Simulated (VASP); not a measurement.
# Sn3H (Pm-3m) in VASP: notebook, part 2 of 3

VASP 6.6.1.

## 4. Relaxation of cell and atoms, PBE

This run uses another cell than the first one, of 23.13 Å³/atom.

Contents of INCAR:

```
SYSTEM = Sn3H
PREC     = Accurate       ! precision mode
ENCUT    = 600            ! plane-wave cutoff, eV
EDIFF    = 1E-6           ! SCF threshold, eV
ISMEAR   = 0              ! smearing method
SIGMA    = 0.1            ! smearing width, eV
LREAL    = .FALSE.        ! projectors in reciprocal space
LASPH    = .TRUE.         ! aspherical terms in the spheres
NELM     = 60             ! most SCF steps
ALGO     = Normal         ! electronic algorithm
ISIF     = 3              ! what is computed and relaxed
LWAVE    = .FALSE.        ! write WAVECAR
LCHARG   = .FALSE.        ! write CHGCAR
GGA      = PE             ! functional
IBRION   = 2              ! ionic algorithm
NSW      = 100            ! ionic steps
EDIFFG   = -0.01          ! ionic threshold
```

Contents of KPOINTS:

```
Automatic mesh
0
G
  10 10 10
  0 0 0
```

Contents of POSCAR:

```
Sn3H
1.0
    4.5226496337      0.0000000000      0.0000000000
    0.0000000000      4.5226496337      0.0000000000
    0.0000000000      0.0000000000      4.5226496337
Sn H
3 1
Direct
    0.0000000000      0.5000000000      0.5000000000
    0.5000000000      0.0000000000      0.5000000000
    0.5000000000      0.5000000000      0.0000000000
    0.0000000000      0.0000000000      0.0000000000
```

Potentials or basis: VASP PAW PBE potentials, release 64 (Sn_d, H).

Run with:

```bash
$ cat potpaw_PBE.64/Sn_d/POTCAR potpaw_PBE.64/H/POTCAR > POTCAR
$ mpirun -np 1 vasp_std > vasp.out
```

OUTCAR:

```text
SYSTEM = Sn3H
   PREC = Accurate
   ENCUT = 600
   EDIFF = 1E-6
   ISMEAR = 0
   LREAL = .FALSE.
   LASPH = .TRUE.
   NELM = 60
   ISIF = 3
   GGA = PE
   IBRION = 2
   NSW = 100
   EDIFFG = -0.01

 ion  position               nearest neighbor table
   1  0.000  0.500  0.500-   2 3.20   3 3.20   3 3.20   2 3.20   2 3.20   3 3.20   3 3.20   2 3.20

   2  0.500  0.000  0.500-   1 3.20   3 3.20   3 3.20   1 3.20   3 3.20   3 3.20   1 3.20   1 3.20

   3  0.500  0.500  0.000-   1 3.20   2 3.20   1 3.20   2 3.20   2 3.20   2 3.20   1 3.20   1 3.20

   4  0.000  0.000  0.000-

  LATTYP: Found a simple cubic cell.
 ALAT       =     4.5226496337

  Lattice vectors:

 A1 = (   4.5226496337,   0.0000000000,   0.0000000000)
 A2 = (   0.0000000000,   4.5226496337,   0.0000000000)
 A3 = (   0.0000000000,   0.0000000000,   4.5226496337)

Analysis of symmetry for initial positions (statically):
=====================================================================
 Subroutine PRICEL returns:
 Original cell was already a primitive cell.

 Routine SETGRP: Setting up the symmetry group for a
 simple cubic supercell.

 Subroutine GETGRP returns: Found 48 space group operations
 (whereof 48 operations were pure point group operations)
 out of a pool of 48 trial point group operations.

The static configuration has the point symmetry O_h .

Analysis of symmetry for dynamics (positions and initial velocities):
=====================================================================
 Subroutine PRICEL returns:
 Original cell was already a primitive cell.

 Routine SETGRP: Setting up the symmetry group for a
 simple cubic supercell.

 Subroutine GETGRP returns: Found 48 space group operations
 (whereof 48 operations were pure point group operations)
 out of a pool of 48 trial point group operations.

The dynamic configuration has the point symmetry O_h .

 Subroutine INISYM returns: Found 48 space group operations
 (whereof 48 operations are pure point group operations),
 and found     1 'primitive' translations

----------------------------------------------------------------------------------------

                                     Primitive cell

  volume of cell :      92.5079

  direct lattice vectors                    reciprocal lattice vectors
     4.522649634  0.000000000  0.000000000     0.221109323  0.000000000  0.000000000
     0.000000000  4.522649634  0.000000000     0.000000000  0.221109323  0.000000000
     0.000000000  0.000000000  4.522649634     0.000000000  0.000000000  0.221109323

  length of vectors
     4.522649634  4.522649634  4.522649634     0.221109323  0.221109323  0.221109323

  position of ions in fractional coordinates (direct lattice)
     0.000000000  0.500000000  0.500000000
     0.500000000  0.000000000  0.500000000
     0.500000000  0.500000000  0.000000000
     0.000000000  0.000000000  0.000000000

  ion indices of the primitive-cell ions
   primitive index   ion index
                 1           1
[... 21 lines left out ...]

  Shift w.r.t. Gamma in fractional coordinates (k-lattice)
     0.000000000  0.000000000  0.000000000

 Subroutine IBZKPT returns following result:
 ===========================================

 Found     56 irreducible k-points:

 Following reciprocal coordinates:
            Coordinates               Weight
  0.000000  0.000000  0.000000      1.000000
  0.100000  0.000000  0.000000      6.000000
  0.200000  0.000000  0.000000      6.000000
  0.300000  0.000000  0.000000      6.000000
  0.400000  0.000000  0.000000      6.000000
  0.500000  0.000000  0.000000      3.000000
[... 16 lines left out ...]
  0.200000  0.100000  0.100000     24.000000
  0.300000  0.100000  0.100000     24.000000
 [... further k-points ...]
   k-points           NKPTS =     56   k-points in BZ     NKDIM =     56   number of bands    NBANDS=     25
   number of dos      NEDOS =    301   number of ions     NIONS =      4
   total plane-waves  NPLWV =  46656
   dimension x,y,z NGX =    36 NGY =   36 NGZ =   36
   dimension x,y,z NGXF=    72 NGYF=   72 NGZF=   72
   ions per type =               3   1
   NGX,Y,Z   is equivalent  to a cutoff of  13.23, 13.23, 13.23 a.u.
   NGXF,Y,Z  is equivalent  to a cutoff of  26.47, 26.47, 26.47 a.u.
 SYSTEM =  Sn3H
   PREC   = accura    normal or accurate (medium, high low for compatibility)
   ISTART =      0    job   : 0-new  1-cont  2-samecut
   ICHARG =      2    charge: 1-file 2-atom 10-const
   ISPIN  =      1    spin polarized calculation?
   LNONCOLLINEAR =      F non collinear calculations
   LSORBIT =      F    spin-orbit coupling
   LASPH  =      T    aspherical Exc in radial PAW
   ENCUT  =  600.0 eV  44.10 Ry    6.64 a.u.   9.03  9.03  9.03*2*pi/ulx,y,z
   NELM   =     60;   NELMIN=  2; NELMDL= -5     # of ELM steps
   EDIFF  = 0.1E-05   stopping-criterion for ELM
   LREAL  =      F    real-space projection
   EDIFFG = -.1E-01   stopping-criterion for IOM
   NSW    =    100    number of steps for IOM
   IBRION =      2    ionic relax: 0-MD 1-quasi-New 2-CG
   NFREE  =      1    steps in history (QN), initial steepest desc. (CG)
   ISIF   =      3    stress and relaxation
   ISYM   =      2    0-nonsym 1-usesym 2-fastsym
   POTIM  = 0.5000    time-step for ionic-motion
   TEBEG  =    0.0;   TEEND  =   0.0 temperature during run
   PSTRESS=    0.0 pullay stress
   NELECT =      43.0000    total number of electrons
   NUPDOWN=      -1.0000    fix difference up-down
   EMIN   =  10.00;   EMAX   =-10.00  energy-range for DOS
   EFERMI =   0.00;   METHOD = LEGACY
   ISMEAR =     0;   SIGMA  =   0.10  broadening in eV -4-tet -1-fermi 0-gaus
   EFERMI_NEDOS =   21; number of points for ismear=-14 and -15
   IALGO  =     38    algorithm
   IMIX   =      4    mixing-type and parameters
     AMIX     =   0.40;   BMIX     =  1.00
     AMIX_MAG =   1.60;   BMIX_MAG =  1.00
  volume/ion in A,a.u.               =      23.13       156.07
  Fermi-wavevector in a.u.,A,eV,Ry     =   1.268152  2.396460 21.881025  1.608210
  Thomas-Fermi vector in A             =   2.401262
   LORBIT       =      0    0 simple, 1 ext, 2 COOP (PROOUT), +10 PAW based schemes
   GGA     = PE    functional components
   LHFCALC =     F    Hartree Fock is set to
   AEXX    =    0.0000 exact exchange contribution
   IVDW    =     0    specifies the selected vdW correction
   LEPSILON=     F    determine dielectric tensor
   LRPA    =     F    only Hartree local field effects (RPA)
 conjugate gradient relaxation of ions
 non-spin polarized calculation
 Gauss-broadening in eV      SIGMA  =   0.10
  energy-cutoff  :      600.00
  volume of cell :       92.51
 maximum number of plane-waves:      3136
   NGX = 19   NGY = 19   NGZ = 19

 number of electron      43.0000025 magnetization

 Free energy of the ion-electron system (eV)
  ---------------------------------------------------
  ext. energy  EPLUGINS =         0.00000000
  ---------------------------------------------------
  free energy    TOTEN  =       -12.90802146 eV

  energy without entropy =      -12.89357495  energy(sigma->0) =      -12.90079820

 E-fermi :   6.6953     XC(G=0):  -9.9282

 val. band max:        6.6756585358   @ k =   0.5000   0.1000   0.0000
 cond. band min:       6.6969897398   @ k =   0.5000   0.3000   0.2000
 fundamental gap:      0.0213312041
 Fermi energy:         6.6952598720

 k-point     1 :       0.0000    0.0000    0.0000
  band No.  band energies     occupation
      1     -15.0422      2.00000
      2     -15.0422      2.00000
      3     -15.0422      2.00000
      4     -15.0007      2.00000
      5     -14.9376      2.00000
      6     -14.9376      2.00000
[... 661 lines left out ...]
     24       8.0684      0.00000
     25       9.6989      0.00000

 [... further k-points ...]

------------------------ aborting loop because EDIFF is reached ----------------------------------------

  FORCE on cell =-STRESS in cart. coord.  units (eV):
  Direction    XX          YY          ZZ          XY          YZ          ZX
  --------------------------------------------------------------------------------------
  -------------------------------------------------------------------------------------
  Total       -0.0167444     -0.0167444     -0.0167444      0.0000000      0.0000000      0.0000000
  in kB       -0.2900026     -0.2900026     -0.2900026      0.0000000      0.0000000      0.0000000
  external PRESSURE =      -0.2900026 kB  Pullay stress =       0.0000000 kB

 VOLUME and BASIS-vectors are now :
 -----------------------------------------------------------------------------
  energy-cutoff  :      600.00
  volume of cell :       92.51
      direct lattice vectors                 reciprocal lattice vectors
     4.522649634  0.000000000  0.000000000     0.221109323  0.000000000  0.000000000
     0.000000000  4.522649634  0.000000000     0.000000000  0.221109323  0.000000000
     0.000000000  0.000000000  4.522649634     0.000000000  0.000000000  0.221109323

 POSITION                                       TOTAL-FORCE (eV/Angst)
 -----------------------------------------------------------------------------------
      0.00000      2.26132      2.26132         0.000000      0.000000      0.000000
      2.26132      0.00000      2.26132         0.000000      0.000000      0.000000
      2.26132      2.26132      0.00000         0.000000      0.000000      0.000000
      0.00000      0.00000      0.00000         0.000000      0.000000      0.000000
 -----------------------------------------------------------------------------------
    total drift:                                0.000000      0.000000      0.000000

  FREE ENERGIE OF THE ION-ELECTRON SYSTEM (eV)
  ---------------------------------------------------
  free  energy   TOTEN  =       -12.9080214557 eV

  energy  without entropy=      -12.8935749480  energy(sigma->0) =      -12.90079820

 reached required accuracy - stopping structural energy minimisation
```

Wall time 2.5 min (1 thread of Intel Xeon 8259CL, shared host); peak memory 0.29 GiB.

Results:

| Item | Value |
| --- | --- |
| Free energy | -12.9080 eV |
| Pressure after relaxing | 0.0 GPa |
| Band gap on the k mesh | zero (an odd number of electrons rules out a gap without spin polarisation) |

Final structure:
```cif
data_structure
_symmetry_space_group_name_H-M 'P 1'
_symmetry_Int_Tables_number 1
_cell_length_a 4.5226
_cell_length_b 4.5226
_cell_length_c 4.5226
_cell_angle_alpha 90.000
_cell_angle_beta 90.000
_cell_angle_gamma 90.000
_cell_volume 92.51
loop_
_atom_site_label
_atom_site_type_symbol
_atom_site_fract_x
_atom_site_fract_y
_atom_site_fract_z
_atom_site_occupancy
Sn1 Sn 0.00000 0.50000 0.50000 1
Sn2 Sn 0.50000 0.00000 0.50000 1
Sn3 Sn 0.50000 0.50000 0.00000 1
H1 H 0.00000 0.00000 0.00000 1
```

Caveat: the relaxation stopped at its first step, so nothing moved; spin-orbit coupling is left out, which moves the levels of the heavy elements.

[end of part 2 of 3]
